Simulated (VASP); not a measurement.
# NaBI in VASP: further runs, part 3 of 3

VASP 6.6.1. Earlier steps stand in the parts before.

### Step 4. Single point, PBE

This run uses another cell than the first one, of 30.16 Å³/atom, 1.198 times its volume.

Contents of INCAR:

```
SYSTEM = NaBI
PREC     = Accurate       ! precision mode
ENCUT    = 520            ! plane-wave cutoff, eV
EDIFF    = 1E-6           ! SCF threshold, eV
ISMEAR   = 0              ! smearing method
SIGMA    = 0.1            ! smearing width, eV
LREAL    = .FALSE.        ! projectors in reciprocal space
LASPH    = .TRUE.         ! aspherical terms in the spheres
NELM     = 100            ! most SCF steps
ALGO     = Normal         ! electronic algorithm
ISIF     = 2              ! what is computed and relaxed
LWAVE    = .FALSE.        ! write WAVECAR
LCHARG   = .FALSE.        ! write CHGCAR
GGA      = PE             ! functional
NBANDS   = 16             ! bands
```

Contents of KPOINTS:

```
Automatic mesh
0
G
  6 6 2
  0 0 0
```

Contents of POSCAR:

```
NaBI
1.0
    2.2472815500     -2.3184477400      0.0000000000
    2.2472815500      2.3184477400      0.0000000000
    0.0000000000      0.0000000000      8.6833513100
Na B I
1 1 1
Direct
    0.5000000000      0.5000000000      0.5000000000
    0.0000000000      0.0000000000      0.5000000000
    0.0000000000      0.0000000000      0.0000000000
```

Potentials or basis: VASP PAW PBE potentials, release 64 (Na_pv, B, I).

Run with:

```
$ cat potpaw_PBE.64/Na_pv/POTCAR potpaw_PBE.64/B/POTCAR potpaw_PBE.64/I/POTCAR > POTCAR
$ mpirun -np 1 vasp_std > vasp.out
```

OUTCAR:

```text
SYSTEM = NaBI
   PREC = Accurate
   ENCUT = 520
   EDIFF = 1E-6
   ISMEAR = 0
   LREAL = .FALSE.
   LASPH = .TRUE.
   NELM = 100
   ISIF = 2
   GGA = PE

 ion  position               nearest neighbor table
   1  0.500  0.500  0.500-   2 2.25   2 2.25   2 2.32   2 2.32
   2  0.000  0.000  0.500-   1 2.25   1 2.25   1 2.32   1 2.32
   3  0.000  0.000  0.000-

  LATTYP: Found a base centered orthorhombic cell.
 ALAT       =     4.4945631000
 B/A-ratio  =     1.0316676787
 C/A-ratio  =     1.9319678280

  Lattice vectors:

 A1 = (   2.2472815500,  -2.3184477400,   0.0000000000)
 A2 = (   2.2472815500,   2.3184477400,   0.0000000000)
 A3 = (   0.0000000000,   0.0000000000,   8.6833513100)

Analysis of symmetry for initial positions (statically):
=====================================================================
 Subroutine PRICEL returns:
 Original cell was already a primitive cell.

 Routine SETGRP: Setting up the symmetry group for a
 base centered orthorhombic supercell.

 Subroutine GETGRP returns: Found  8 space group operations
 (whereof  8 operations were pure point group operations)
 out of a pool of  8 trial point group operations.

The static configuration has the point symmetry D_2h.

Analysis of symmetry for dynamics (positions and initial velocities):
=====================================================================
 Subroutine PRICEL returns:
 Original cell was already a primitive cell.

 Routine SETGRP: Setting up the symmetry group for a
 base centered orthorhombic supercell.

 Subroutine GETGRP returns: Found  8 space group operations
 (whereof  8 operations were pure point group operations)
 out of a pool of  8 trial point group operations.

The dynamic configuration has the point symmetry D_2h.

 Subroutine INISYM returns: Found  8 space group operations
 (whereof  8 operations are pure point group operations),
 and found     1 'primitive' translations

----------------------------------------------------------------------------------------

                                     Primitive cell

  volume of cell :      90.4841

  direct lattice vectors                    reciprocal lattice vectors
     2.247281550 -2.318447740  0.000000000     0.222491036 -0.215661536  0.000000000
     2.247281550  2.318447740  0.000000000     0.222491036  0.215661536  0.000000000
     0.000000000  0.000000000  8.683351310     0.000000000  0.000000000  0.115162909

  length of vectors
     3.228850304  3.228850304  8.683351310     0.309858289  0.309858289  0.115162909

  position of ions in fractional coordinates (direct lattice)
     0.500000000  0.500000000  0.500000000
     0.000000000  0.000000000  0.500000000
     0.000000000  0.000000000  0.000000000

  ion indices of the primitive-cell ions
   primitive index   ion index
                 1           1
                 2           2
                 3           3

----------------------------------------------------------------------------------------

 KPOINTS: Automatic mesh

Automatic generation of k-mesh.
 Grid dimensions read from file:
 generate k-points for:    6    6    2

 Generating k-lattice:

  Cartesian coordinates                     Fractional coordinates (reciprocal lattice)
     0.037081839 -0.035943589  0.000000000     0.166666667  0.000000000  0.000000000
     0.037081839  0.035943589  0.000000000     0.000000000  0.166666667  0.000000000
     0.000000000  0.000000000  0.057581455     0.000000000  0.000000000  0.500000000

  Length of vectors
     0.051643048  0.051643048  0.057581455

  Shift w.r.t. Gamma in fractional coordinates (k-lattice)
     0.000000000  0.000000000  0.000000000

 Subroutine IBZKPT returns following result:
 ===========================================

 Found     26 irreducible k-points:

 Following reciprocal coordinates:
            Coordinates               Weight
  0.000000  0.000000  0.000000      1.000000
  0.166667  0.000000  0.000000      4.000000
  0.333333  0.000000  0.000000      4.000000
  0.500000  0.000000  0.000000      2.000000
  0.166667  0.166667  0.000000      2.000000
  0.333333  0.166667  0.000000      4.000000
[... 16 lines left out ...]
  0.333333  0.333333  0.500000      2.000000
  0.500000  0.333333  0.500000      4.000000
 [... further k-points ...]
   k-points           NKPTS =     26   k-points in BZ     NKDIM =     26   number of bands    NBANDS=     16
   number of dos      NEDOS =    301   number of ions     NIONS =      3
   total plane-waves  NPLWV =  40320
   dimension x,y,z NGX =    24 NGY =   24 NGZ =   70
   dimension x,y,z NGXF=    48 NGYF=   48 NGZF=  140
   ions per type =               1   1   1
   NGX,Y,Z   is equivalent  to a cutoff of  12.36, 12.36, 13.40 a.u.
   NGXF,Y,Z  is equivalent  to a cutoff of  24.71, 24.71, 26.80 a.u.
 SYSTEM =  NaBI
   PREC   = accura    normal or accurate (medium, high low for compatibility)
   ISTART =      0    job   : 0-new  1-cont  2-samecut
   ICHARG =      2    charge: 1-file 2-atom 10-const
   ISPIN  =      1    spin polarized calculation?
   LNONCOLLINEAR =      F non collinear calculations
   LSORBIT =      F    spin-orbit coupling
   LASPH  =      T    aspherical Exc in radial PAW
   ENCUT  =  520.0 eV  38.22 Ry    6.18 a.u.   6.00  6.00 16.15*2*pi/ulx,y,z
   NELM   =    100;   NELMIN=  2; NELMDL= -5     # of ELM steps
   EDIFF  = 0.1E-05   stopping-criterion for ELM
   LREAL  =      F    real-space projection
   EDIFFG = 0.1E-04   stopping-criterion for IOM
   NSW    =      0    number of steps for IOM
   IBRION =     -1    ionic relax: 0-MD 1-quasi-New 2-CG
   NFREE  =      0    steps in history (QN), initial steepest desc. (CG)
   ISIF   =      2    stress and relaxation
   ISYM   =      2    0-nonsym 1-usesym 2-fastsym
   POTIM  = 0.5000    time-step for ionic-motion
   TEBEG  =    0.0;   TEEND  =   0.0 temperature during run
   PSTRESS=    0.0 pullay stress
   NELECT =      17.0000    total number of electrons
   NUPDOWN=      -1.0000    fix difference up-down
   EMIN   =  10.00;   EMAX   =-10.00  energy-range for DOS
   EFERMI =   0.00;   METHOD = LEGACY
   ISMEAR =     0;   SIGMA  =   0.10  broadening in eV -4-tet -1-fermi 0-gaus
   EFERMI_NEDOS =   21; number of points for ismear=-14 and -15
   IALGO  =     38    algorithm
   IMIX   =      4    mixing-type and parameters
     AMIX     =   0.40;   BMIX     =  1.00
     AMIX_MAG =   1.60;   BMIX_MAG =  1.00
  volume/ion in A,a.u.               =      30.16       203.54
  Fermi-wavevector in a.u.,A,eV,Ry     =   0.937635  1.771873 11.961686  0.879159
  Thomas-Fermi vector in A             =   2.064766
   LORBIT       =      0    0 simple, 1 ext, 2 COOP (PROOUT), +10 PAW based schemes
   GGA     = PE    functional components
   LHFCALC =     F    Hartree Fock is set to
   AEXX    =    0.0000 exact exchange contribution
   IVDW    =     0    specifies the selected vdW correction
   LEPSILON=     F    determine dielectric tensor
   LRPA    =     F    only Hartree local field effects (RPA)
 non-spin polarized calculation
 Gauss-broadening in eV      SIGMA  =   0.10
  energy-cutoff  :      520.00
  volume of cell :       90.48
 maximum number of plane-waves:      2476
   NGX = 13   NGY = 13   NGZ = 33

 number of electron      16.9999987 magnetization

 Free energy of the ion-electron system (eV)
  ---------------------------------------------------
  ext. energy  EPLUGINS =         0.00000000
  ---------------------------------------------------
  free energy    TOTEN  =        -4.45679288 eV

  energy without entropy =       -4.44000289  energy(sigma->0) =       -4.44839788

 E-fermi :   1.2913     XC(G=0):  -7.4392

 val. band max:        1.2736903313   @ k =   0.1667   0.0000   0.0000
 cond. band min:       1.3056847277   @ k =   0.3333   0.3333   0.5000
 fundamental gap:      0.0319943964
 Fermi energy:         1.2912512931

 k-point     1 :       0.0000    0.0000    0.0000
  band No.  band energies     occupation
      1     -21.6954      2.00000
      2     -21.6844      2.00000
      3     -21.6372      2.00000
      4     -12.2513      2.00000
      5      -5.5541      2.00000
      6      -2.0065      2.00000
[... 8 lines left out ...]
     15       9.0760      0.00000
     16      10.1289      0.00000
[... 420 lines left out ...]
  band No.  band energies     occupation
      1     -21.7858      2.00000
      2     -21.7229      2.00000
      3     -21.6644      2.00000
      4     -10.0298      2.00000
      5      -3.1124      2.00000
      6      -2.8104      2.00000
[... 8 lines left out ...]
     15       9.4421      0.00000
     16       9.7963      0.00000

 [... further k-points ...]

------------------------ aborting loop because EDIFF is reached ----------------------------------------

  FORCE on cell =-STRESS in cart. coord.  units (eV):
  Direction    XX          YY          ZZ          XY          YZ          ZX
  --------------------------------------------------------------------------------------
  -------------------------------------------------------------------------------------
  Total        6.7514133      5.4244880     -0.9267066      0.0000000      0.0000000      0.0000000
  in kB      119.5454669     96.0499566    -16.4089453      0.0000000      0.0000000      0.0000000
  external PRESSURE =      66.3954927 kB  Pullay stress =       0.0000000 kB

 VOLUME and BASIS-vectors are now :
 -----------------------------------------------------------------------------
  energy-cutoff  :      520.00
  volume of cell :       90.48
      direct lattice vectors                 reciprocal lattice vectors
     2.247281550 -2.318447740  0.000000000     0.222491036 -0.215661536  0.000000000
     2.247281550  2.318447740  0.000000000     0.222491036  0.215661536  0.000000000
     0.000000000  0.000000000  8.683351310     0.000000000  0.000000000  0.115162909

 POSITION                                       TOTAL-FORCE (eV/Angst)
 -----------------------------------------------------------------------------------
      2.24728      0.00000      4.34168        -0.000000     -0.000000      0.000000
      0.00000      0.00000      4.34168         0.000000      0.000000      0.000000
      0.00000      0.00000      0.00000         0.000000      0.000000      0.000000
 -----------------------------------------------------------------------------------
    total drift:                                0.000000      0.000000     -0.000000

  FREE ENERGIE OF THE ION-ELECTRON SYSTEM (eV)
  ---------------------------------------------------
  free  energy   TOTEN  =        -4.4567928757 eV

  energy  without entropy=       -4.4400028852  energy(sigma->0) =       -4.44839788
```

Run time: 22 s. Hardware: 1 thread of AMD EPYC 9R45 (Zen 5), shared host; peak memory 0.18 GiB.

What came out:

- Free energy: -4.4568 eV
- Pressure: 6.6 GPa

Caveat: the k points lie up to 0.36 Å⁻¹ apart; spin-orbit coupling is left out, which moves the levels of the heavy elements; an odd number of electrons without spin polarisation forces a metal; a magnetic or distorted state may lie lower.

### Step 5. Single point, PBE

This run uses another cell than the first one, of 24.99 Å³/atom, 0.992 times its volume.

INCAR is that of step 4.

Contents of KPOINTS:

```
regular mesh
0
G
  6 6 2
  0 0 0
```

Contents of POSCAR:

```
NaBI
1.0
    2.9366174945     -2.9490257134      0.0000000000
    2.9366174945      2.9490257134      0.0000000000
    0.0000000000      0.0000000000      4.3281470635
Na B I
1 1 1
Direct
    0.5000000000      0.5000000000      0.5000000000
    0.0000000000      0.0000000000      0.5000000000
    0.0000000000      0.0000000000      0.0000000000
```

Run with:

```
$ cat potpaw_PBE.64/Na_pv/POTCAR potpaw_PBE.64/B/POTCAR potpaw_PBE.64/I/POTCAR > POTCAR
$ mpirun -np 1 vasp_std > vasp.out
```

Wall time 18 s (1 thread of AMD EPYC 9R45 (Zen 5), shared host); peak memory 0.16 GiB.

Results (log left out):

```
Free energy : -7.5832 eV
Pressure    : 0.2 GPa
```

Stress tensor (GPa, compression positive):
```
 0.35  0.00  0.00
 0.00  0.29  0.00
 0.00  0.00 -0.04
```

Levels at points of the mesh, in eV from the Fermi level:
| k point | band 4 | band 5 | band 6 | band 7 | band 8 | band 9 | band 10 | band 11 | band 12 | band 13 |
| --- | --- | --- | --- | --- | --- | --- | --- | --- | --- | --- |
| (0.00, 0.00, 0.00) | -16.05 | -7.63 | -4.77 | -4.75 | -4.49 | 0.16 | 2.11 | 2.12 | 2.72 | 6.38 |
| (0.50, 0.00, 0.00) | -15.85 | -7.52 | -6.59 | -4.56 | -4.07 | 0.66 | 2.21 | 2.42 | 4.03 | 4.11 |
| (0.50, 0.50, 0.00) | -15.68 | -7.40 | -6.16 | -6.15 | -3.78 | 0.44 | 1.01 | 1.01 | 4.86 | 4.87 |
| (0.00, 0.00, 0.50) | -15.74 | -9.98 | -4.05 | -4.04 | -0.36 | -0.35 | 0.78 | 2.06 | 2.93 | 4.06 |
| (0.50, 0.00, 0.50) | -15.58 | -9.71 | -5.74 | -3.83 | -2.46 | -0.19 | 1.70 | 3.31 | 4.25 | 5.26 |
| (0.50, 0.50, 0.50) | -15.42 | -9.51 | -5.40 | -5.40 | -1.89 | -1.88 | 1.72 | 2.11 | 3.53 | 3.91 |

Caveat: the k points lie up to 0.73 Å⁻¹ apart; spin-orbit coupling is left out, which moves the levels of the heavy elements; an odd number of electrons without spin polarisation forces a metal; a magnetic or distorted state may lie lower.

### Step 6. Overview

| task | cell | k mesh | cutoff (eV) | gap on the mesh (eV) | pressure (GPa) |
| --- | --- | --- | --- | --- | --- |
| single point | a = 3.981, b = 3.981, c = 4.765 Å, 3 atoms | 12 × 12 × 10 | 520 | none | 0.0 |
| relaxation of cell and atoms | relaxed from a = 4.009, b = 4.009, c = 4.744 Å, 3 atoms | 12 × 12 × 10 | 600 | none | 0.0 |
| single point | a = 3.229, b = 3.229, c = 8.683 Å, angles 90.0, 90.0, 91.8°, 3 atoms | 6 × 6 × 2 | 520 | none | 6.6 |
| single point | a = 4.162, b = 4.162, c = 4.328 Å, angles 90.0, 90.0, 90.2°, 3 atoms | 6 × 6 × 2 | 520 | none | 0.2 |

Alike in all rows: level PBE; potentials or basis VASP PAW PBE potentials, release 64 (Na_pv, B, I); no spin polarisation; smearing gaussian 0.1 eV.

Caveats: some runs use coarse meshes; spin-orbit coupling is left out, which moves the levels of the heavy elements; an odd number of electrons without spin polarisation forces a metal; a magnetic or distorted state may lie lower.

Absolute energies hang on the potentials; compare differences alone.
